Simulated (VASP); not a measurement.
A run of VASP 6.6.1 is set up as follows.

INCAR

```
  ALGO = Normal
  EDIFF = 1E-8
  ENCUT = 520
  GGA = CA
  ISIF = 2
  ISMEAR = -1
  LASPH = True
  LCHARG = False
  LEFG = True
  LREAL = False
  LWAVE = False
  NBANDS = 20
  NELM = 60
  PREC = Accurate
  SIGMA = 0.05
```

Contents of KPOINTS:

```
k-points
0
Gamma
  11 11 10
```

The input POSCAR:

```
TaRu
1.0
    3.1128779469      0.0000000000      0.0000000000
    0.0000000000      3.1128779469      0.0000000000
    0.0000000000      0.0000000000      3.4554678552
Ta Ru
1 1
Direct
    0.5000000000      0.5000000000      0.5000000000
    0.0000000000      0.0000000000      0.0000000000
```

Potentials or basis: VASP PAW LDA potentials, release 64 (Ta_pv, Ru_pv).

Run with:

```console
$ cat potpaw_LDA.64/Ta_pv/POTCAR potpaw_LDA.64/Ru_pv/POTCAR > POTCAR
$ mpirun -np 1 vasp_std > vasp.out
```

(1) Predict the pressure.

Answers

(1) -22.1 GPa.

Caveat: without QUAD_EFG the Cq values of the log hold for a quadrupole moment of 1 mb, not for the nuclei.
